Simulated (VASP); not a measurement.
# Mg63Si32 (a cell with a defect) in VASP: single point with PBEsol

Aim: the single point of Mg63Si32 (a cell with a defect) with PBEsol.

Program: VASP 6.6.1. These are calculated values, not measurements. Logs are shortened: lines on timing, memory, paths and dates and some standing lists are left out, and cuts for length are marked.

**1. The cell of the first run**

The cell holds a defect, 95 atoms: a = 12.649 Å, b = 12.649 Å, c = 12.649 Å, α = 90.00°, β = 90.00°, γ = 90.00°.

**2. Single point, PBEsol**

INCAR reads:

```
PREC = Accurate ; ENCUT = 520
EDIFF = 1E-6 ; ISMEAR = -1
SIGMA = 0.05 ; LREAL = Auto
LASPH = T ; NELM = 80
ALGO = Normal ; ISIF = 2
LWAVE = F ; LCHARG = F
GGA = PS ; NBANDS = 180
ISYM = 0
```

KPOINTS reads:

```
Automatic mesh
0
Gamma
  1 1 1
  0.25 0.25 0.25
```

POSCAR reads:

```
Mg63Si32
1.0
   12.6494980000      0.0000000000      0.0000000000
    0.0000000000     12.6494980000      0.0000000000
    0.0000000000      0.0000000000     12.6494980000
Mg Si
63 32
Direct
    0.3758280000      0.1253590000      0.1253710000
    0.3752700000      0.1253290000      0.6254290000
    0.3752270000      0.6253690000      0.1253990000
    0.8755780000      0.1256240000      0.1256940000
    0.8751910000      0.1253910000      0.6259630000
    0.8753090000      0.6259050000      0.1254120000
    0.8752110000      0.6253890000      0.6254300000
    0.1263000000      0.3763850000      0.1271480000
    0.1253410000      0.3755240000      0.6280590000
    0.1260170000      0.8748450000      0.1242840000
    0.1255180000      0.8756460000      0.6231930000
    0.6247560000      0.3761560000      0.1242930000
    0.6255540000      0.3755870000      0.6230980000
    0.6248020000      0.8747470000      0.1265600000
    0.6250220000      0.8751190000      0.6282040000
    0.1263360000      0.1270810000      0.3764540000
    0.1260250000      0.1242630000      0.8748170000
    0.1254090000      0.6280540000      0.3755420000
    0.1255350000      0.6230940000      0.8756540000
    0.6248190000      0.1242190000      0.3761530000
    0.6247420000      0.1264650000      0.8748720000
    0.6255060000      0.6230630000      0.3756590000
    0.6250260000      0.6281480000      0.8751590000
    0.1247750000      0.1251210000      0.1250490000
    0.1255360000      0.1251560000      0.6251810000
    0.1254910000      0.6251320000      0.1251800000
    0.1388870000      0.6250960000      0.6251220000
    0.6246700000      0.1247060000      0.1248200000
    0.6243700000      0.1246760000      0.6248760000
    0.6243490000      0.6248550000      0.1247430000
    0.6093550000      0.6249730000      0.6250880000
    0.3779700000      0.3754990000      0.3754810000
    0.3730110000      0.3755340000      0.8756370000
    0.3729910000      0.8755740000      0.3756210000
    0.3780340000      0.8750800000      0.8751800000
    0.8769540000      0.3764250000      0.3764400000
    0.8741490000      0.3761140000      0.8748510000
    0.8741620000      0.8748740000      0.3761850000
    0.8764170000      0.8747850000      0.8748440000
    0.3750400000      0.3756360000      0.1251320000
    0.3749830000      0.3892530000      0.6251410000
    0.3747690000      0.8744140000      0.1247520000
    0.3748500000      0.8594840000      0.6250490000
    0.8749370000      0.3748540000      0.1251070000
    0.8749070000      0.3757060000      0.6251810000
    0.8746520000      0.8746800000      0.1247490000
    0.8745390000      0.8744480000      0.6249130000
    0.3750600000      0.1250850000      0.3756230000
    0.3747600000      0.1246660000      0.8744920000
    0.3749240000      0.6250720000      0.3891380000
    0.3748680000      0.6249380000      0.8595030000
    0.8749390000      0.1250250000      0.3748960000
    0.8745850000      0.1247510000      0.8747560000
    0.8749590000      0.6252230000      0.3756530000
    0.8746400000      0.6248820000      0.8744600000
    0.1263070000      0.3764210000      0.3764410000
    0.1230790000      0.3731640000      0.8767150000
    0.1231060000      0.8767290000      0.3732470000
    0.1261220000      0.8738200000      0.8738120000
    0.6266470000      0.3731950000      0.3731610000
    0.6236970000      0.3762310000      0.8737750000
    0.6237330000      0.8737860000      0.3761950000
    0.6261740000      0.8762160000      0.8763170000
    0.0001570000      0.0001800000      0.0001420000
    0.9991160000      0.0014300000      0.5001600000
    0.9991360000      0.5000170000      0.0014350000
    0.0017920000      0.5015150000      0.5015180000
    0.5004090000      0.0009510000      0.0010650000
    0.4991770000      0.9988780000      0.5010350000
    0.4991420000      0.5010090000      0.9988690000
    0.5049440000      0.4953580000      0.4953850000
    0.2499930000      0.2491840000      0.0013870000
    0.2514090000      0.2519920000      0.5015560000
    0.2509190000      0.7492380000      0.9989310000
    0.2452410000      0.7549930000      0.4954030000
    0.7500320000      0.2502430000      0.0002050000
    0.7512970000      0.2492260000      0.5000390000
    0.7508730000      0.7504310000      0.0010190000
    0.7487430000      0.7492660000      0.5010670000
    0.2499310000      0.0013940000      0.2491870000
    0.2509180000      0.9988720000      0.7493320000
    0.2514000000      0.5015050000      0.2519310000
    0.2452160000      0.4953870000      0.7550760000
    0.7501210000      0.0001590000      0.2502560000
    0.7508870000      0.0010160000      0.7505350000
    0.7512900000      0.5000800000      0.2491940000
    0.7487770000      0.5010550000      0.7493190000
    0.0003900000      0.2504710000      0.2505640000
    0.9990680000      0.2492420000      0.7507350000
    0.9990900000      0.7507670000      0.2493060000
    0.0015360000      0.7492650000      0.7492590000
    0.5006230000      0.2491960000      0.2492440000
    0.4991310000      0.2516300000      0.7492120000
    0.4991430000      0.7492030000      0.2517390000
    0.5045280000      0.7546880000      0.7546390000
```

Potentials or basis: VASP PAW PBE potentials, release 64 (Mg, Si).

The run is started by

```bash
$ cat potpaw_PBE.64/Mg/POTCAR potpaw_PBE.64/Si/POTCAR > POTCAR
$ mpirun -np 1 vasp_std > vasp.out
```

OUTCAR:

```text
PREC = Accurate
   ENCUT = 520
   EDIFF = 1E-6
   ISMEAR = -1
   LREAL = Auto
   LASPH = T
   NELM = 80
   ISIF = 2
   GGA = PS
   ISYM = 0

 ion  position               nearest neighbor table
   1  0.376  0.125  0.125-  92 2.72  68 2.73  72 2.73  80 2.73  28 3.15  48 3.17  40 3.17  49 3.17
                            42 3.17  24 3.18
   2  0.375  0.125  0.625-  93 2.73  73 2.73  81 2.74  69 2.74  49 3.15  29 3.15  25 3.16  48 3.16
                            41 3.34  43 3.36
   3  0.375  0.625  0.125-  94 2.73  82 2.73  74 2.74  70 2.74  42 3.15  30 3.15  40 3.16  26 3.16
                            50 3.34  51 3.36
   4  0.876  0.126  0.126-  88 2.74  84 2.74  64 2.74  76 2.74  24 3.15  52 3.15  44 3.15  28 3.17
                            53 3.17  46 3.17
   5  0.875  0.125  0.626-  89 2.72  85 2.73  77 2.73  65 2.73  53 3.15  45 3.17  25 3.17  29 3.17
                            47 3.17  52 3.18
   6  0.875  0.626  0.125-  90 2.72  78 2.73  86 2.73  66 2.73  46 3.15  26 3.16  54 3.17  55 3.17
                            30 3.17  44 3.18
   7  0.875  0.625  0.625-  91 2.73  67 2.73  87 2.74  79 2.74  55 3.15  47 3.15  45 3.16  54 3.16
                            27 3.34  31 3.36
   8  0.126  0.376  0.127-  82 2.74  88 2.74  66 2.75  72 2.75  40 3.15  26 3.15  56 3.15  57 3.17
                            24 3.18  44 3.18
   9  0.125  0.376  0.628-  83 2.68  89 2.74  67 2.75  73 2.75  57 3.15  27 3.16  41 3.16  25 3.17
[... 166 lines left out ...]
  94  0.499  0.749  0.252-  62 2.73   3 2.73  14 2.75  34 2.75  22 2.75  30 2.75  42 2.75  50 2.82

  95  0.505  0.755  0.755-  63 2.66  43 2.67  31 2.67  51 2.67  15 2.68  35 2.68  23 2.69

IMPORTANT INFORMATION: All symmetrisations will be switched off!
NOSYMM: (Re-)initialisation of all symmetry stuff for point group C_1.

----------------------------------------------------------------------------------------

                                     Primitive cell

  volume of cell :    2024.0436

  direct lattice vectors                    reciprocal lattice vectors
    12.649498000  0.000000000  0.000000000     0.079054521  0.000000000  0.000000000
     0.000000000 12.649498000  0.000000000     0.000000000  0.079054521  0.000000000
     0.000000000  0.000000000 12.649498000     0.000000000  0.000000000  0.079054521

  length of vectors
    12.649498000 12.649498000 12.649498000     0.079054521  0.079054521  0.079054521

  position of ions in fractional coordinates (direct lattice)
     0.375828000  0.125359000  0.125371000
     0.375270000  0.125329000  0.625429000
     0.375227000  0.625369000  0.125399000
     0.875578000  0.125624000  0.125694000
     0.875191000  0.125391000  0.625963000
     0.875309000  0.625905000  0.125412000
[... 87 lines left out ...]
     0.499143000  0.749203000  0.251739000
     0.504528000  0.754688000  0.754639000
[... 142 lines left out ...]
   TEBEG  =    0.0;   TEEND  =   0.0 temperature during run
   PSTRESS=    0.0 pullay stress
   NELECT =     254.0000    total number of electrons
   NUPDOWN=      -1.0000    fix difference up-down
   EMIN   =  10.00;   EMAX   =-10.00  energy-range for DOS
   EFERMI =   0.00;   METHOD = LEGACY
   ISMEAR =    -1;   SIGMA  =   0.05  broadening in eV -4-tet -1-fermi 0-gaus
   EFERMI_NEDOS =   21; number of points for ismear=-14 and -15
   IALGO  =     38    algorithm
   IMIX   =      4    mixing-type and parameters
     AMIX     =   0.40;   BMIX     =  1.00
     AMIX_MAG =   1.60;   BMIX_MAG =  1.00
  volume/ion in A,a.u.               =      21.31       143.78
  Fermi-wavevector in a.u.,A,eV,Ry     =   0.819620  1.548858  9.140090  0.671778
  Thomas-Fermi vector in A             =   1.930458
   LORBIT       =      0    0 simple, 1 ext, 2 COOP (PROOUT), +10 PAW based schemes
   GGA     = PS    functional components
   LHFCALC =     F    Hartree Fock is set to
   AEXX    =    0.0000 exact exchange contribution
   IVDW    =     0    specifies the selected vdW correction
   LEPSILON=     F    determine dielectric tensor
   LRPA    =     F    only Hartree local field effects (RPA)
 non-spin polarized calculation
  energy-cutoff  :      520.00
  volume of cell :     2024.04
 maximum number of plane-waves:     54486
 NGX is ok and might be reduce to    96
   NGX = 47   NGY = 47   NGZ = 47

 number of electron     253.9999997 magnetization

 Free energy of the ion-electron system (eV)
  ---------------------------------------------------
  ext. energy  EPLUGINS =         0.00000000
  ---------------------------------------------------
  free energy    TOTEN  =      -305.96531990 eV

  energy without entropy =     -305.81583706  energy(sigma->0) =     -305.89057848

 E-fermi :   3.4312     XC(G=0):  -8.8773

 val. band max:        3.4175605690   @ k =  -0.2500   0.2500   0.2500
 cond. band min:       3.4353533526   @ k =   0.2500   0.2500   0.2500
 fundamental gap:      0.0177927836
 Fermi energy:         3.4311613492

 k-point     1 :       0.2500    0.2500    0.2500
  band No.  band energies     occupation
      1      -5.4717      2.00000
      2      -5.1156      2.00000
      3      -5.1153      2.00000
      4      -5.0739      2.00000
      5      -4.7777      2.00000
      6      -4.7773      2.00000
[... 557 lines left out ...]
    138       4.8760      0.00000
    139       4.8829      0.00000
 [bands above 139 left out]

------------------------ aborting loop because EDIFF is reached ----------------------------------------

  FORCE on cell =-STRESS in cart. coord.  units (eV):
  Direction    XX          YY          ZZ          XY          YZ          ZX
  --------------------------------------------------------------------------------------
  -------------------------------------------------------------------------------------
  Total       -0.5991240     -0.6122037     -0.6021337      0.6121514      0.6205441      0.5858682
  in kB       -0.4742501     -0.4846036     -0.4766325      0.4845623      0.4912057      0.4637572
  external PRESSURE =      -0.4784954 kB  Pullay stress =       0.0000000 kB

 VOLUME and BASIS-vectors are now :
 -----------------------------------------------------------------------------
  energy-cutoff  :      520.00
  volume of cell :     2024.04
      direct lattice vectors                 reciprocal lattice vectors
    12.649498000  0.000000000  0.000000000     0.079054521  0.000000000  0.000000000
     0.000000000 12.649498000  0.000000000     0.000000000  0.079054521  0.000000000
     0.000000000  0.000000000 12.649498000     0.000000000  0.000000000  0.079054521

 POSITION                                       TOTAL-FORCE (eV/Angst)
 -----------------------------------------------------------------------------------
      4.75404      1.58573      1.58588        -0.038071     -0.013669     -0.012663
      4.74698      1.58535      7.91136        -0.007860     -0.016749     -0.011252
      4.74643      7.91060      1.58623        -0.004790     -0.008157     -0.019647
     11.07562      1.58908      1.58997        -0.026055     -0.025273     -0.028897
     11.07073      1.58613      7.91812        -0.008744     -0.012710     -0.040368
     11.07222      7.91738      1.58640        -0.013904     -0.039401     -0.014525
[... 87 lines left out ...]
      6.31391      9.47704      3.18437         0.004696      0.005376     -0.014917
      6.38203      9.54642      9.54580         0.003297     -0.001201      0.008659
 -----------------------------------------------------------------------------------
    total drift:                               -0.008317     -0.005364     -0.006508

  FREE ENERGIE OF THE ION-ELECTRON SYSTEM (eV)
  ---------------------------------------------------
  free  energy   TOTEN  =      -305.9653198970 eV

  energy  without entropy=     -305.8158370633  energy(sigma->0) =     -305.89057848
```

Run time: 86 min. Hardware: 1 thread of Oxide Virtual Turin-like, shared host; peak memory 2.1 GiB.

Results:

```yaml
Free_energy: -305.9653 eV
Pressure: 0.0 GPa
Largest_force: 0.054 eV/Å
Band_gap_on_the_k_mesh: zero (filled and empty bands touch)
```

Forces on the atoms (eV/Å):
```
Mg  -0.038 -0.014 -0.013
Mg  -0.008 -0.017 -0.011
Mg  -0.005 -0.008 -0.020
Mg  -0.026 -0.025 -0.029
Mg  -0.009 -0.013 -0.040
Mg  -0.014 -0.039 -0.015
Mg  -0.018 -0.007 -0.010
Mg  -0.018 -0.018 -0.029
Mg  -0.010 -0.012 -0.021
Mg  -0.016 -0.012 -0.022
Mg  -0.024 -0.028 -0.022
Mg  -0.014 -0.018 -0.024
Mg  -0.030 -0.022 -0.018
Mg  -0.030 -0.024 -0.007
Mg  -0.012 -0.009 -0.048
Mg  -0.019 -0.026 -0.018
Mg  -0.017 -0.021 -0.010
Mg  -0.014 -0.022 -0.012
Mg  -0.024 -0.017 -0.026
Mg  -0.017 -0.019 -0.016
Mg  -0.030 -0.004 -0.027
Mg  -0.027 -0.017 -0.022
Mg  -0.013 -0.045 -0.010
Mg   0.032  0.015  0.018
Mg   0.013  0.017  0.011
Mg   0.014  0.012  0.015
Mg   0.031  0.016  0.016
Mg   0.031  0.026  0.022
Mg   0.008  0.032  0.021
Mg   0.008  0.020  0.030
Mg   0.035  0.007  0.004
Mg  -0.021 -0.012 -0.008
Mg  -0.019 -0.020 -0.028
Mg  -0.018 -0.025 -0.021
Mg  -0.044 -0.009 -0.009
Mg  -0.024 -0.018 -0.019
Mg  -0.021 -0.016 -0.009
Mg  -0.020 -0.012 -0.015
Mg  -0.006 -0.024 -0.026
Mg   0.012  0.012  0.016
Mg   0.016  0.026  0.015
Mg   0.023  0.011  0.030
Mg   0.008  0.036  0.004
Mg   0.019  0.032  0.017
Mg   0.022  0.010  0.010
Mg   0.025  0.035  0.023
Mg   0.033  0.011  0.020
Mg   0.011  0.018  0.016
Mg   0.024  0.030  0.010
Mg   0.020  0.015  0.031
Mg   0.009  0.010  0.036
Mg   0.021  0.020  0.034
Mg   0.027  0.025  0.034
Mg   0.018  0.008  0.015
Mg   0.031  0.019  0.013
Mg   0.018  0.018  0.019
Mg   0.027  0.027  0.029
Mg   0.026  0.028  0.027
Mg   0.012  0.015  0.019
Mg   0.025  0.026  0.029
Mg   0.016  0.010  0.019
Mg   0.015  0.017  0.016
Mg   0.030  0.033  0.030
Si  -0.004  0.000  0.003
Si   0.002 -0.001 -0.008
Si   0.000 -0.004  0.000
Si  -0.013 -0.013 -0.014
Si   0.001  0.001  0.000
Si  -0.002 -0.016  0.022
Si   0.000  0.023 -0.013
Si  -0.008 -0.002 -0.003
Si  -0.008  0.003  0.002
Si  -0.013 -0.015 -0.016
Si   0.021  0.000 -0.015
Si  -0.001 -0.005  0.000
Si   0.002 -0.002  0.001
Si   0.000  0.001 -0.003
Si   0.005  0.003  0.002
Si  -0.014 -0.001  0.022
Si  -0.004  0.001  0.005
Si   0.023 -0.014 -0.004
Si  -0.015 -0.016 -0.010
Si  -0.001 -0.004 -0.011
Si  -0.001 -0.001 -0.002
Si   0.000 -0.001  0.001
Si   0.002 -0.006  0.005
Si  -0.016  0.021 -0.003
Si   0.001  0.003  0.000
Si  -0.003 -0.004 -0.007
Si  -0.001 -0.008 -0.007
Si  -0.011  0.004  0.007
Si  -0.005 -0.003 -0.005
Si   0.006 -0.010  0.008
Si   0.005  0.005 -0.015
Si   0.003 -0.001  0.009
```

Levels at points of the mesh, in eV from the Fermi level:
```csv
k point,band 125,band 126,band 127,band 128,band 129,band 130
"(0.25, 0.25, 0.25)",-0.23,-0.23,0.00,0.00,0.57,0.58
```

Caveat: the PAW data sets were made with another functional, which shifts forces and pressure a little.
